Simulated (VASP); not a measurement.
# Si2Ni (Fm-3m) in VASP: elastic constants with LDA

Aim: the elastic constants of Si2Ni with LDA.

Program: VASP 6.6.1. These are calculated values, not measurements. Logs are shortened: lines on timing, memory, paths and dates and some standing lists are left out, and cuts for length are marked.

## (1) The cell of the first run

Symmetry: Fm-3m, No. 225, cubic system. The conventional cell has a = 5.351 Å, b = 5.351 Å, c = 5.351 Å, α = 90.00°, β = 90.00°, γ = 90.00°. Within 3.1 Å of Si (site symmetry -43m) lie 4 Ni at 2.32 Å and 6 Si at 2.68 Å. Within 3.1 Å of Ni (site symmetry m-3m) lie 8 Si at 2.32 Å.

## (2) Elastic constants, LDA

INCAR reads:

```
SYSTEM = Si2Ni
PREC = Accurate
ENCUT = 600
EDIFF = 1E-8
ISMEAR = -1
SIGMA = 0.1
LREAL = .FALSE.
LASPH = .TRUE.
NELM = 100
ALGO = Normal
ISIF = 3
LWAVE = .FALSE.
LCHARG = .FALSE.
GGA = CA
IBRION = 6
NFREE = 2
POTIM = 0.015
NSW = 1
```

KPOINTS reads:

```
Automatic mesh
0
G
  10 10 10
  0 0 0
```

POSCAR reads:

```
Si2Ni
1.0
    0.0000000000      2.6756454421      2.6756454421
    2.6756454421      0.0000000000      2.6756454421
    2.6756454421      2.6756454421      0.0000000000
Si Ni
2 1
Direct
    0.2500000000      0.2500000000      0.2500000000
    0.7500000000      0.7500000000      0.7500000000
    0.0000000000      0.0000000000      0.0000000000
```

Potentials or basis: VASP PAW LDA potentials, release 64 (Si, Ni).

Started as:

```console
$ cat potpaw_LDA.64/Si/POTCAR potpaw_LDA.64/Ni/POTCAR > POTCAR
$ mpirun -np 1 vasp_std > vasp.out
```

OUTCAR:

```text
SYSTEM = Si2Ni
   PREC = Accurate
   ENCUT = 600
   EDIFF = 1E-8
   ISMEAR = -1
   LREAL = .FALSE.
   LASPH = .TRUE.
   NELM = 100
   ISIF = 3
   GGA = CA
   IBRION = 6
   NFREE = 2
   POTIM = 0.015
   NSW = 1

 ion  position               nearest neighbor table
   1  0.250  0.250  0.250-   3 2.32   3 2.32   3 2.32   3 2.32   2 2.68   2 2.68   2 2.68   2 2.68
                             2 2.68   2 2.68
   2  0.750  0.750  0.750-   3 2.32   3 2.32   3 2.32   3 2.32   1 2.68   1 2.68   1 2.68   1 2.68
                             1 2.68   1 2.68
   3  0.000  0.000  0.000-   2 2.32   2 2.32   2 2.32   1 2.32   1 2.32   1 2.32   2 2.32   1 2.32

  LATTYP: Found a face centered cubic cell.
 ALAT       =     5.3512908842

  Lattice vectors:

 A1 = (   0.0000000000,   2.6756454421,   2.6756454421)
 A2 = (   2.6756454421,   0.0000000000,   2.6756454421)
 A3 = (   2.6756454421,   2.6756454421,   0.0000000000)

Analysis of symmetry for initial positions (statically):
=====================================================================
 Subroutine PRICEL returns:
 Original cell was already a primitive cell.

 Routine SETGRP: Setting up the symmetry group for a
 face centered cubic supercell.

 Subroutine GETGRP returns: Found 48 space group operations
 (whereof 48 operations were pure point group operations)
 out of a pool of 48 trial point group operations.

The static configuration has the point symmetry O_h .

Analysis of symmetry for dynamics (positions and initial velocities):
=====================================================================
 Subroutine PRICEL returns:
 Original cell was already a primitive cell.

 Routine SETGRP: Setting up the symmetry group for a
 face centered cubic supercell.

 Subroutine GETGRP returns: Found 48 space group operations
 (whereof 48 operations were pure point group operations)
 out of a pool of 48 trial point group operations.

The dynamic configuration has the point symmetry O_h .

 Subroutine INISYM returns: Found 48 space group operations
 (whereof 48 operations are pure point group operations),
 and found     1 'primitive' translations

----------------------------------------------------------------------------------------

                                     Primitive cell

  volume of cell :      38.3103

  direct lattice vectors                    reciprocal lattice vectors
     0.000000000  2.675645442  2.675645442    -0.186870798  0.186870798  0.186870798
     2.675645442  0.000000000  2.675645442     0.186870798 -0.186870798  0.186870798
     2.675645442  2.675645442  0.000000000     0.186870798  0.186870798 -0.186870798

  length of vectors
     3.783934072  3.783934072  3.783934072     0.323669717  0.323669717  0.323669717

  position of ions in fractional coordinates (direct lattice)
     0.250000000  0.250000000  0.250000000
     0.750000000  0.750000000  0.750000000
     0.000000000  0.000000000  0.000000000

  ion indices of the primitive-cell ions
   primitive index   ion index
                 1           1
                 2           2
                 3           3

----------------------------------------------------------------------------------------

 KPOINTS: Automatic mesh

Automatic generation of k-mesh.
 Grid dimensions read from file:
 generate k-points for:   10   10   10

 Generating k-lattice:

  Cartesian coordinates                     Fractional coordinates (reciprocal lattice)
    -0.018687080  0.018687080  0.018687080     0.100000000  0.000000000  0.000000000
     0.018687080 -0.018687080  0.018687080     0.000000000  0.100000000  0.000000000
[... 113 lines left out ...]
  -------------------------------------------------------------------------------------
  Total        0.0317827      0.0317827      0.0317827      0.0000000      0.0000000      0.0000000
  in kB        1.3291839      1.3291839      1.3291839      0.0000000      0.0000000      0.0000000
  external PRESSURE =       1.3291839 kB  Pullay stress =       0.0000000 kB
[... 92 lines left out ...]
  FREE ENERGIE OF THE ION-ELECTRON SYSTEM (eV)
  ---------------------------------------------------
  free  energy   TOTEN  =       -19.9083077749 eV

  energy  without entropy=      -19.8799394907  energy(sigma->0) =      -19.89412363

[... ionic steps 4 to 14 ...]

--------------------------------------- Ionic step       15  -------------------------------------------

 number of electron      18.0000000 magnetization

------------------------ aborting loop because EDIFF is reached ----------------------------------------
[... 69 lines left out ...]
--------------------------------------- Ionic step       17  -------------------------------------------

 number of electron      18.0000000 magnetization

 Free energy of the ion-electron system (eV)
  ---------------------------------------------------
  ext. energy  EPLUGINS =         0.00000000
  ---------------------------------------------------
  free energy    TOTEN  =       -19.91336898 eV

  energy without entropy =      -19.88506342  energy(sigma->0) =      -19.89921620

 E-fermi :  10.8032     XC(G=0): -11.8969

 val. band max:       10.6746471387   @ k =   0.0000   0.0000   0.0000
 cond. band min:      10.8095827887   @ k =   0.0000   0.3000   0.2000
 fundamental gap:      0.1349356501
 Fermi energy:        10.8032409835

 k-point     1 :       0.0000    0.0000    0.0000
  band No.  band energies     occupation
      1      -3.2849      2.00000
      2       5.3737      2.00000
      3       5.3743      2.00000
      4       5.3743      2.00000
      5       7.1011      2.00000
      6       7.1014      2.00000
      7      10.6746      1.56692
      8      12.5547      0.00000
      9      12.5547      0.00000
     10      12.5588      0.00000
     11      13.0498      0.00000
     12      13.0522      0.00000
     13      13.0522      0.00000
[... 354 lines left out ...]
  band No.  band energies     occupation
      1      -0.7961      2.00000
      2       3.4040      2.00000
      3       4.7619      2.00000
      4       5.7627      2.00000
      5       5.7986      2.00000
      6       7.3088      2.00000
      7       7.4061      2.00000
      8       7.9288      2.00000
      9       8.2057      2.00000
     10      10.6352      1.68599
     11      12.6830      0.00000
     12      16.5986      0.00000
     13      17.4235      0.00000

 [... further k-points ...]
[... 5 lines left out ...]
  --------------------------------------------------------------------------------------
  -------------------------------------------------------------------------------------
  Total        0.0331370      0.0364447      0.0364447      0.0000000      0.0000000      0.0000000
  in kB        1.3858236      1.5241574      1.5241574      0.0000000      0.0000000      0.0000000
  external PRESSURE =       1.4780461 kB  Pullay stress =       0.0000000 kB
[... 18 lines left out ...]
  FREE ENERGIE OF THE ION-ELECTRON SYSTEM (eV)
  ---------------------------------------------------
  free  energy   TOTEN  =       -19.9133689783 eV

  energy  without entropy=      -19.8850634213  energy(sigma->0) =      -19.89921620

 INTERNAL STRAIN TENSORS FROM STRAINED CELLS
 ============================================

 INTERNAL STRAIN TENSOR FOR ION    1 for displacements in x,y,z  (eV/Angst):
          X           Y           Z          XY          YZ          ZX
  --------------------------------------------------------------------------------
  x    -0.00000     0.00000    -0.00000     0.00000    -7.47744     0.00000
  y    -0.00000     0.00000    -0.00000    -0.00000     0.00000    -7.47684
  z    -0.00000    -0.00000    -0.00000    -7.47737     0.00000    -0.00000

 INTERNAL STRAIN TENSORS FROM DISPLACED ATOMS
 ============================================

 INTERNAL STRAIN TENSOR FOR ION    1 for displacements in x,y,z  (eV/Angst):
          X           Y           Z          XY          YZ          ZX
  --------------------------------------------------------------------------------
  x     0.00000     0.00000     0.00000     0.00000    -7.45764     0.00000
  y     0.00000     0.00000     0.00000     0.00000     0.00000    -7.45764
  z     0.00000     0.00000     0.00000    -7.45764     0.00000     0.00000

 INTERNAL STRAIN TENSOR FOR ION    3 for displacements in x,y,z  (eV/Angst):
          X           Y           Z          XY          YZ          ZX
  --------------------------------------------------------------------------------
  x     0.00000     0.00000     0.00000     0.00000     0.00000     0.00000
  y     0.00000     0.00000     0.00000     0.00000     0.00000     0.00000
  z     0.00000     0.00000     0.00000     0.00000     0.00000     0.00000

 Eigenvectors and eigenvalues of the dynamical matrix
 ----------------------------------------------------

   1 f  =   10.201158 THz    64.095765 2PiTHz  340.273998 cm-1    42.188580 meV
             X         Y         Z           dx          dy          dz
      1.337823  1.337823  1.337823     0.557643   -0.294455    0.319891
      4.013468  4.013468  4.013468    -0.557643    0.294455   -0.319891
      0.000000  0.000000  0.000000    -0.000000   -0.000000    0.000000
[... 43 lines left out ...]
   9 f/i=    0.001011 THz     0.006353 2PiTHz    0.033725 cm-1     0.004181 meV
             X         Y         Z           dx          dy          dz
      1.337823  1.337823  1.337823    -0.492915    0.031167   -0.025128
      4.013468  4.013468  4.013468    -0.492915    0.031167   -0.025128
      0.000000  0.000000  0.000000    -0.712401    0.045046   -0.036316

--------------------------------------------------------------------------------------------------------

 ELASTIC MODULI CONTR FROM IONIC RELAXATION (kBar)
 Direction    XX          YY          ZZ          XY          YZ          ZX
 --------------------------------------------------------------------------------
 XX          -0.0000     -0.0000     -0.0000      0.0000      0.0000      0.0000
 YY          -0.0000     -0.0000     -0.0000      0.0000      0.0000      0.0000
 ZZ          -0.0000     -0.0000     -0.0000     -0.0000      0.0000      0.0000
 XY           0.0000      0.0000     -0.0000   -389.0056      0.0000      0.0000
 YZ           0.0000      0.0000      0.0000      0.0000   -389.0056     -0.0000
 ZX           0.0000      0.0000      0.0000      0.0000     -0.0000   -389.0056
 --------------------------------------------------------------------------------

 TOTAL ELASTIC MODULI (kBar)
 Direction    XX          YY          ZZ          XY          YZ          ZX
 --------------------------------------------------------------------------------
 XX        2082.1295   1478.0432   1478.0432      0.0000     -0.0000      0.0000
 YY        1478.0432   2082.1295   1478.0432      0.0000      0.0000     -0.0000
 ZZ        1478.0432   1478.0432   2082.1295     -0.0000      0.0000      0.0000
 XY           0.0000      0.0000     -0.0000    841.4011      0.0000      0.0000
 YZ          -0.0000      0.0000      0.0000      0.0000    841.4011     -0.0000
 ZX           0.0000     -0.0000      0.0000      0.0000     -0.0000    841.4011
 --------------------------------------------------------------------------------
```

It took 11 min on 1 thread of Intel Xeon 6975P-C (Granite Rapids), shared host; peak memory 0.4 GiB.

Results:

```yaml
Elastic_constants_C11_C12_C44: 208, 148, 84 GPa
Voigt_bulk_modulus: 168 GPa
Highest_phonon_frequency_at_Γ: 340 cm⁻¹
```

Phonon frequencies in cm⁻¹ (negative: imaginary):
```csv
q point,frequencies
"(0.000, 0.000, 0.000)",0 0 0 316 316 316 340 340 340
```

Elastic tensor in Voigt notation (GPa, in the Cartesian axes of the cell as first typed):
```
208 148 148   0   0   0
148 208 148   0   0   0
148 148 208   0   0   0
  0   0   0  84   0   0
  0   0   0   0  84   0
  0   0   0   0   0  84
```

Clamped-ion elastic tensor (GPa):
```
208 148 148   0   0   0
148 208 148   0   0   0
148 148 208   0   0   0
  0   0   0 123   0   0
  0   0   0   0 123   0
  0   0   0   0   0 123
```

Spin polarisation is off, so any magnetic state and its effect on volume and gap are missing.
